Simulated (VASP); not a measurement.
# Co (Pm-3m) in VASP: further runs

The runs below take Co through single point, relaxation of cell and atoms, with revPBE.

Everything below comes from runs of VASP 6.6.1. Logs are shortened: lines on timing, memory, paths and dates and some standing lists are left out, and cuts for length are marked.

## (1) The cell of the first run

It takes space group Pm-3m (No. 221, cubic). Conventional cell: a = 2.360 Å, b = 2.360 Å, c = 2.360 Å, α = 90.00°, β = 90.00°, γ = 90.00°. Within 3.1 Å of Co (site symmetry m-3m) lie 6 Co at 2.36 Å.

## (2) Single point, revPBE (volume scaled by 1.08)

File INCAR:

```
SYSTEM = Co
PREC = Accurate
ENCUT = 520
EDIFF = 1E-6
ISMEAR = -1
SIGMA = 0.1
LREAL = .FALSE.
LASPH = .TRUE.
NELM = 100
ALGO = Normal
ISIF = 2
LWAVE = .FALSE.
LCHARG = .TRUE.
GGA = RE
LELF = .TRUE.
LVHAR = .TRUE.
NBANDS = 10
```

File KPOINTS:

```
regular mesh
0
G
  15 15 15
  0 0 0
```

File POSCAR:

```
Co
1.0
    2.3596390473      0.0000000000      0.0000000000
    0.0000000000      2.3596390473      0.0000000000
    0.0000000000      0.0000000000      2.3596390473
Co
1
Direct
    0.0000000000      0.0000000000      0.0000000000
```

Potentials or basis: VASP PAW PBE potentials, release 64 (Co).

On the command line:

```bash
> cat potpaw_PBE.64/Co/POTCAR > POTCAR
> mpirun -np 1 vasp_std > vasp.out
```

OUTCAR:

```text
SYSTEM = Co
   PREC = Accurate
   ENCUT = 520
   EDIFF = 1E-6
   ISMEAR = -1
   LREAL = .FALSE.
   LASPH = .TRUE.
   NELM = 100
   ISIF = 2
   GGA = RE

 ion  position               nearest neighbor table
   1  0.000  0.000  0.000-

  LATTYP: Found a simple cubic cell.
 ALAT       =     2.3596390473

  Lattice vectors:

 A1 = (   2.3596390473,   0.0000000000,   0.0000000000)
 A2 = (   0.0000000000,   2.3596390473,   0.0000000000)
 A3 = (   0.0000000000,   0.0000000000,   2.3596390473)

Analysis of symmetry for initial positions (statically):
=====================================================================
 Subroutine PRICEL returns:
 Original cell was already a primitive cell.

 Routine SETGRP: Setting up the symmetry group for a
 simple cubic supercell.

 Subroutine GETGRP returns: Found 48 space group operations
 (whereof 48 operations were pure point group operations)
 out of a pool of 48 trial point group operations.

The static configuration has the point symmetry O_h .

Analysis of symmetry for dynamics (positions and initial velocities):
=====================================================================
 Subroutine PRICEL returns:
 Original cell was already a primitive cell.

 Routine SETGRP: Setting up the symmetry group for a
 simple cubic supercell.

 Subroutine GETGRP returns: Found 48 space group operations
 (whereof 48 operations were pure point group operations)
 out of a pool of 48 trial point group operations.

The dynamic configuration has the point symmetry O_h .

 Subroutine INISYM returns: Found 48 space group operations
 (whereof 48 operations are pure point group operations),
 and found     1 'primitive' translations

----------------------------------------------------------------------------------------

                                     Primitive cell

  volume of cell :      13.1382

  direct lattice vectors                    reciprocal lattice vectors
     2.359639047  0.000000000  0.000000000     0.423793631  0.000000000  0.000000000
     0.000000000  2.359639047  0.000000000     0.000000000  0.423793631  0.000000000
     0.000000000  0.000000000  2.359639047     0.000000000  0.000000000  0.423793631

  length of vectors
     2.359639047  2.359639047  2.359639047     0.423793631  0.423793631  0.423793631

  position of ions in fractional coordinates (direct lattice)
     0.000000000  0.000000000  0.000000000

  ion indices of the primitive-cell ions
   primitive index   ion index
                 1           1

----------------------------------------------------------------------------------------

 KPOINTS: regular mesh

Automatic generation of k-mesh.
 Grid dimensions read from file:
 generate k-points for:   15   15   15

 Generating k-lattice:

  Cartesian coordinates                     Fractional coordinates (reciprocal lattice)
     0.028252909  0.000000000  0.000000000     0.066666667  0.000000000  0.000000000
     0.000000000  0.028252909  0.000000000     0.000000000  0.066666667  0.000000000
     0.000000000  0.000000000  0.028252909     0.000000000  0.000000000  0.066666667

  Length of vectors
     0.028252909  0.028252909  0.028252909

  Shift w.r.t. Gamma in fractional coordinates (k-lattice)
     0.000000000  0.000000000  0.000000000

 Subroutine IBZKPT returns following result:
 ===========================================

 Found    120 irreducible k-points:

 Following reciprocal coordinates:
            Coordinates               Weight
  0.000000  0.000000  0.000000      1.000000
  0.066667  0.000000  0.000000      6.000000
  0.133333  0.000000  0.000000      6.000000
  0.200000  0.000000  0.000000      6.000000
  0.266667  0.000000  0.000000      6.000000
  0.333333  0.000000  0.000000      6.000000
[... 16 lines left out ...]
  0.266667  0.200000  0.000000     24.000000
  0.333333  0.200000  0.000000     24.000000
 [... further k-points ...]
   k-points           NKPTS =    120   k-points in BZ     NKDIM =    120   number of bands    NBANDS=     10
   number of dos      NEDOS =    301   number of ions     NIONS =      1
   total plane-waves  NPLWV =   5832
   dimension x,y,z NGX =    18 NGY =   18 NGZ =   18
   dimension x,y,z NGXF=    36 NGYF=   36 NGZF=   36
   ions per type =               1
   NGX,Y,Z   is equivalent  to a cutoff of  12.68, 12.68, 12.68 a.u.
   NGXF,Y,Z  is equivalent  to a cutoff of  25.36, 25.36, 25.36 a.u.
 SYSTEM =  Co
   PREC   = accura    normal or accurate (medium, high low for compatibility)
   ISTART =      0    job   : 0-new  1-cont  2-samecut
   ICHARG =      2    charge: 1-file 2-atom 10-const
   ISPIN  =      1    spin polarized calculation?
   LNONCOLLINEAR =      F non collinear calculations
   LSORBIT =      F    spin-orbit coupling
   LASPH  =      T    aspherical Exc in radial PAW
   ENCUT  =  520.0 eV  38.22 Ry    6.18 a.u.   4.39  4.39  4.39*2*pi/ulx,y,z
   NELM   =    100;   NELMIN=  2; NELMDL= -5     # of ELM steps
   EDIFF  = 0.1E-05   stopping-criterion for ELM
   LREAL  =      F    real-space projection
   EDIFFG = 0.1E-04   stopping-criterion for IOM
   NSW    =      0    number of steps for IOM
   IBRION =     -1    ionic relax: 0-MD 1-quasi-New 2-CG
   NFREE  =      0    steps in history (QN), initial steepest desc. (CG)
   ISIF   =      2    stress and relaxation
   ISYM   =      2    0-nonsym 1-usesym 2-fastsym
   POTIM  = 0.5000    time-step for ionic-motion
   TEBEG  =    0.0;   TEEND  =   0.0 temperature during run
   PSTRESS=    0.0 pullay stress
   NELECT =       9.0000    total number of electrons
   NUPDOWN=      -1.0000    fix difference up-down
   EMIN   =  10.00;   EMAX   =-10.00  energy-range for DOS
   EFERMI =   0.00;   METHOD = LEGACY
   ISMEAR =    -1;   SIGMA  =   0.10  broadening in eV -4-tet -1-fermi 0-gaus
   EFERMI_NEDOS =   21; number of points for ismear=-14 and -15
   IALGO  =     38    algorithm
   IMIX   =      4    mixing-type and parameters
     AMIX     =   0.40;   BMIX     =  1.00
     AMIX_MAG =   1.60;   BMIX_MAG =  1.00
  volume/ion in A,a.u.               =      13.14        88.66
  Fermi-wavevector in a.u.,A,eV,Ry     =   1.443145  2.727149 28.336428  2.082669
  Thomas-Fermi vector in A             =   2.561586
   LORBIT       =      0    0 simple, 1 ext, 2 COOP (PROOUT), +10 PAW based schemes
   GGA     = RE    functional components
   LHFCALC =     F    Hartree Fock is set to
   AEXX    =    0.0000 exact exchange contribution
   IVDW    =     0    specifies the selected vdW correction
   LEPSILON=     F    determine dielectric tensor
   LRPA    =     F    only Hartree local field effects (RPA)
 non-spin polarized calculation
  energy-cutoff  :      520.00
  volume of cell :       13.14
 maximum number of plane-waves:       365
 NGX is ok and might be reduce to    18
   NGX =  9   NGY =  9   NGZ =  9

 number of electron       8.9999993 magnetization

 Free energy of the ion-electron system (eV)
  ---------------------------------------------------
  ext. energy  EPLUGINS =         0.00000000
  ---------------------------------------------------
  free energy    TOTEN  =        -5.59327070 eV

  energy without entropy =       -5.48468535  energy(sigma->0) =       -5.53897803

 E-fermi :   7.7554     XC(G=0): -12.1390

 val. band max:        7.7547974921   @ k =   0.2000   0.2000   0.0000
 cond. band min:       7.7590357179   @ k =   0.1333   0.1333   0.0667
 fundamental gap:      0.0042382258
 Fermi energy:         7.7554155583

 k-point     1 :       0.0000    0.0000    0.0000
  band No.  band energies     occupation
      1       0.1586      2.00000
      2       4.6412      2.00000
      3       4.6412      2.00000
      4       8.1643      0.03295
      5       8.1643      0.03295
      6       8.1643      0.03295
      7      26.8872      0.00000
      8      26.8872      0.00000
      9      26.8872      0.00000
     10      30.6263      0.00000

 k-point     2 :       0.0667    0.0000    0.0000
  band No.  band energies     occupation
      1       0.2878      2.00000
      2       4.6606      2.00000
      3       4.7032      2.00000
      4       8.1107      0.05571
      5       8.1107      0.05571
      6       8.1686      0.03160
      7      25.2456      0.00000
      8      27.0653      0.00000
      9      27.0653      0.00000
     10      30.6420      0.00000

 k-point     3 :       0.1333    0.0000    0.0000
  band No.  band energies     occupation
      1       0.6675      2.00000
      2       4.7159      2.00000
      3       4.8831      2.00000
      4       7.9617      0.22554
      5       7.9617      0.22554
      6       8.1807      0.02805
      7      22.5713      0.00000
      8      27.5880      0.00000
      9      27.5880      0.00000
     10      30.6890      0.00000

 k-point     4 :       0.2000    0.0000    0.0000
  band No.  band energies     occupation
      1       1.2733      2.00000
      2       4.7983      2.00000
      3       5.1643      2.00000
      4       7.7491      1.03154
      5       7.7491      1.03154
      6       8.1985      0.02353
      7      19.8990      0.00000
      8      28.4245      0.00000
      9      28.4245      0.00000
     10      30.7668      0.00000
[... 222 lines left out ...]
 k-point    22 :       0.2000    0.2000    0.0000
  band No.  band energies     occupation
      1       2.3076      2.00000
      2       5.1034      2.00000
      3       5.5655      2.00000
      4       7.3659      1.96011
      5       7.7548      1.00309
      6       7.8494      0.56197
      7      20.2201      0.00000
      8      21.8985      0.00000
      9      29.9107      0.00000
     10      32.2251      0.00000

 k-point    23 :       0.2667    0.2000    0.0000
  band No.  band energies     occupation
      1       2.9962      2.00000
      2       5.2066      2.00000
      3       5.8833      2.00000
      4       7.2784      1.98319
      5       7.5679      1.73419
      6       7.8425      0.59001
      7      18.2186      0.00000
      8      22.2009      0.00000
      9      30.9870      0.00000
     10      32.5058      0.00000

 k-point    24 :       0.3333    0.2000    0.0000
  band No.  band energies     occupation
      1       3.7179      2.00000
      2       5.2759      2.00000
      3       6.0542      2.00000
      4       7.3650      1.96050
      5       7.5560      1.76029
      6       7.8675      0.49175
      7      15.9708      0.00000
      8      23.1553      0.00000
      9      31.3908      0.00000
     10      32.2926      0.00000

 [... further k-points ...]
[... 5 lines left out ...]
  --------------------------------------------------------------------------------------
  -------------------------------------------------------------------------------------
  Total       -0.9136105     -0.9136105     -0.9136105      0.0000000      0.0000000      0.0000000
  in kB     -111.4127613   -111.4127613   -111.4127613      0.0000000      0.0000000      0.0000000
  external PRESSURE =    -111.4127613 kB  Pullay stress =       0.0000000 kB

 VOLUME and BASIS-vectors are now :
 -----------------------------------------------------------------------------
  energy-cutoff  :      520.00
  volume of cell :       13.14
      direct lattice vectors                 reciprocal lattice vectors
     2.359639047  0.000000000  0.000000000     0.423793631  0.000000000  0.000000000
     0.000000000  2.359639047  0.000000000     0.000000000  0.423793631  0.000000000
     0.000000000  0.000000000  2.359639047     0.000000000  0.000000000  0.423793631

 POSITION                                       TOTAL-FORCE (eV/Angst)
 -----------------------------------------------------------------------------------
      0.00000      0.00000      0.00000         0.000000      0.000000      0.000000
 -----------------------------------------------------------------------------------
    total drift:                                0.000000      0.000000      0.000000

  FREE ENERGIE OF THE ION-ELECTRON SYSTEM (eV)
  ---------------------------------------------------
  free  energy   TOTEN  =        -5.5932707032 eV

  energy  without entropy=       -5.4846853501  energy(sigma->0) =       -5.53897803
```

It took 6 s on 1 thread of Intel Xeon 6975P-C (Granite Rapids), shared host; peak memory 0.13 GiB.

What came out:

```
Free energy : -5.5933 eV
Pressure    : -11.1 GPa
```

Caveat: the PAW data sets were made with another functional, which shifts forces and pressure a little; the run has no spin polarisation, though such a crystal can be magnetic.

(Part 1 of 2 ends here.)
